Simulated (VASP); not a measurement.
Te, 1 atom in the cell. The structure is cubic, space group Im-3m (No. 229). Conventional cell: a = 2.997 Å, b = 2.997 Å, c = 2.997 Å, α = 90.00°, β = 90.00°, γ = 90.00°. Te (site symmetry m-3m) has 14 Te at 2.60 to 3.00 Å within 3.4 Å. 

- Program: VASP 6.6.1
- Task: single point
- Functional: LDA
- Potentials or basis: VASP PAW LDA potentials, release 64 (Te)
- Cutoff: 520 eV
- k mesh: 17 × 17 × 17
- Occupations: fermi-dirac, width 0.08 eV
- Spin: no spin polarisation
- Dipole correction: no
- Further INCAR settings: ALGO = Normal; EDIFF = 1e-07; NBANDS = 9

Potentials or basis: VASP PAW LDA potentials, release 64 (Te).

The run is started by

```sh
$ cat potpaw_LDA.64/Te/POTCAR > POTCAR
$ mpirun -np 1 vasp_std > vasp.out
```

Hardware: 1 thread of Intel(R) Xeon(R) Platinum 8559C (Emerald Rapids), on a shared host.

Q: How long does it take, and how much memory?

A: Run time: 8.3 s on 1 thread of Intel(R) Xeon(R) Platinum 8559C (Emerald Rapids), on a shared host, peak memory 0.13 GiB. Counts: scf iterations 12, k points 165.
